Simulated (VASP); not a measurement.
A run of VASP 6.6.1 is set up as follows.

The input INCAR:

```
SYSTEM = H
  PREC = Accurate
  ENCUT = 520
  EDIFF = 1E-7
  ISMEAR = 0
  SIGMA = 0.05
  LREAL = .FALSE.
  LASPH = .TRUE.
  NELM = 60
  ALGO = Normal
  ISIF = 2
  LWAVE = .FALSE.
  LCHARG = .FALSE.
  GGA = PE
  NBANDS = 10
```

The input KPOINTS:

```
Automatic mesh
0
G
  9 9 6
  0 0 0
```

The input POSCAR:

```
H
1.0
    3.8927414866      0.0000000000      0.0000000000
   -1.9463707433      3.3712130178      0.0000000000
    0.0000000000      0.0000000000      4.9111703921
H
4
Direct
    0.3333333333      0.6666666667      0.1764958800
    0.6666666667      0.3333333333      0.6764958800
    0.6666666667      0.3333333333      0.8235041200
    0.3333333333      0.6666666667      0.3235041200
```

Potentials or basis: VASP PAW PBE potentials, release 64 (H).

The run is started by

```sh
$ cat potpaw_PBE.64/H/POTCAR > POTCAR
$ mpirun -np 1 vasp_std > vasp.out
```

(1) Predict the pressure.

(2) Estimate the largest force.

(3) Estimate the band gap on the k mesh.

Results:

(1) 1.2 GPa.

(2) 1.071 eV/Å.

(3) 9.79 eV, direct.

Caveat: forces of over 1 eV/Å act on the atoms, so gaps and moduli don't describe the material at rest.
